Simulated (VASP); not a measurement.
A run of VASP 6.6.1:

The input INCAR:

```
SYSTEM = Pr2B
  PREC = Accurate
  ENCUT = 500
  EDIFF = 1E-6
  ISMEAR = 0
  SIGMA = 0.1
  LREAL = .False.
  LASPH = .True.
  NELM = 200
  ALGO = Normal
  ISIF = 2
  LWAVE = .False.
  LCHARG = .True.
  GGA = PE
  LELF = .True.
  LVHAR = .True.
  NBANDS = 20
  GGA_COMPAT = .False.
  LMAXMIX = 6
```

File KPOINTS:

```
Automatic mesh
0
Gamma
  10 10 6
  0 0 0
```

File POSCAR:

```
Pr2B
1.0
    2.9695336788     -2.0991486008     -0.0299445146
    2.9695336788      2.0991486008     -0.0299445146
   -1.3654714299      0.0000000000      6.7487238860
Pr B
2 1
Direct
    0.3054439861      0.3054439861      0.2700511195
    0.6945560139      0.6945560139      0.7299488805
    0.0000000000      0.0000000000      0.5000000000
```

Potentials or basis: VASP PAW PBE potentials, release 64 (Pr_3, B), 4f in core.

Run with:

```sh
$ cat potpaw_PBE.64/Pr_3/POTCAR potpaw_PBE.64/B/POTCAR > POTCAR
$ mpirun -np 1 vasp_std > vasp.out
```

Hardware: 1 thread of Intel(R) Xeon(R) 6975P-C (Granite Rapids), on a shared host.

Task: Estimate the wall time of this run.

Result: Wall time 94 s on 1 thread of Intel(R) Xeon(R) 6975P-C (Granite Rapids) (shared host), peak memory 0.37 GiB. Counts: scf iterations 14, k points 172.
